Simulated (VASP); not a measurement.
A run of VASP 6.6.1 is set up as follows.

File INCAR:

```
  ALGO = Normal
  EDIFF = 1E-8
  ENCUT = 520
  IBRION = 8
  ISIF = 2
  ISMEAR = -1
  LASPH = T
  LCHARG = F
  LREAL = F
  LWAVE = F
  NELM = 100
  NSW = 1
  PREC = Accurate
  SIGMA = 0.15
```

File KPOINTS:

```
k-points
0
Gamma
  14 14 14
```

Contents of POSCAR:

```
PbC
1.0
    3.1815000000      0.0000000000      0.0000000000
    0.0000000000      3.1815000000      0.0000000000
    0.0000000000      0.0000000000      3.1815000000
C Pb
1 1
Direct
    0.0000000000      0.0000000000      0.0000000000
    0.5000000000      0.5000000000      0.5000000000
```

Potentials or basis: VASP PAW LDA potentials, release 64 (C, Pb_d).

The run is started by

```sh
$ cat potpaw_LDA.64/C/POTCAR potpaw_LDA.64/Pb_d/POTCAR > POTCAR
$ mpirun -np 1 vasp_std > vasp.out
```

**Question.** Predict the highest phonon frequency at Γ.

**Answer.** 0 cm⁻¹.

**Question.** Predict the most unstable mode.

**Answer.** 80i cm⁻¹.

Phonon frequencies in cm⁻¹ (negative: imaginary):
```csv
q point,frequencies
"(0.000, 0.000, 0.000)",-80 -80 -80 0 0 0
```

Caveat: some modes are imaginary.
